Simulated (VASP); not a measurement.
Runs of VASP 6.6.1 on Pt. The structure is that of space group I4/mmm (No. 139), or close to it. The cells are those of the table. The cell was built from a structure type or drawn by symmetry, and may not be a known phase.

```csv
task,cell,k mesh,cutoff (eV),gap on the mesh (eV),pressure (GPa),relaxed volume (Å³/atom)
relaxation of cell and atoms,"relaxed from a = 2.766 Å, angles 104.1, 104.1, 120.9°, 1 atom",8 × 8 × 8,600,none,0.0,(a)
single point,"a = 2.771 Å, angles 104.1, 104.1, 120.8°, 1 atom",8 × 8 × 8,520,none,-0.5,-
relaxation of cell and atoms,"relaxed from a = 2.771 Å, angles 104.1, 104.1, 120.8°, 1 atom",26 × 26 × 26,600,none,0.0,15.79
single point,"a = 2.767 Å, angles 104.1, 104.1, 120.8°, 1 atom",26 × 26 × 26,520,none,-0.5,-
```

Alike in all rows: level PBE; potentials or basis VASP PAW PBE potentials, release 64 (Pt); no spin polarisation; smearing gaussian 0.1 eV.

Q: Fill in the values left out.

A: (a) 15.86.

Caveats: some runs use coarse meshes; spin-orbit coupling is left out, which moves the levels of the heavy elements.

A k mesh can miss the band edges, and the runs leave out spin-orbit coupling on Pt.

A gap of «none» marks levels without a gap at the run's occupations.
